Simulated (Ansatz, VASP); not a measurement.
One calculation of Si3C, two programs

```xyz
4
Lattice="0.0000 2.9181 2.9181 2.9181 0.0000 2.9181 2.9181 2.9181 0.0000" Properties=species:S:1:pos:R:3 pbc="T T T"
Si    4.3771    4.3771    4.3771
Si    1.4590    1.4590    1.4590
Si    2.9181    2.9181    2.9181
C     0.0000    0.0000    0.0000
```

Change from the starting cell: species swapped into the YbH3 type (Fm-3m, No. 225).

Alike in both runs: functional PBE; k mesh 14 × 14 × 14; occupations gaussian, width 0.1 eV; no spin polarisation.

Ansatz relaxed the structure, and its values are those at the end. VASP's run is a single point on that final structure, the one shown.

|  | VASP | Ansatz |
| --- | --- | --- |
| version | VASP 6.6.1 | Ansatz 0.2.0 |
| potentials or method | VASP PAW PBE potentials, release 64 (Si, C), cutoff 520 eV | scalar-relativistic, plane waves, PAW |
| valence electrons in the cell | 16 | 16 |

```csv
,VASP,Ansatz,Ansatz less VASP
gap on the k mesh at the Fermi level (eV),none,none,-
pressure (GPa),0.0,0.0,+0.02
```

A gap of «none» marks a metal or a gap that the smearing closes.
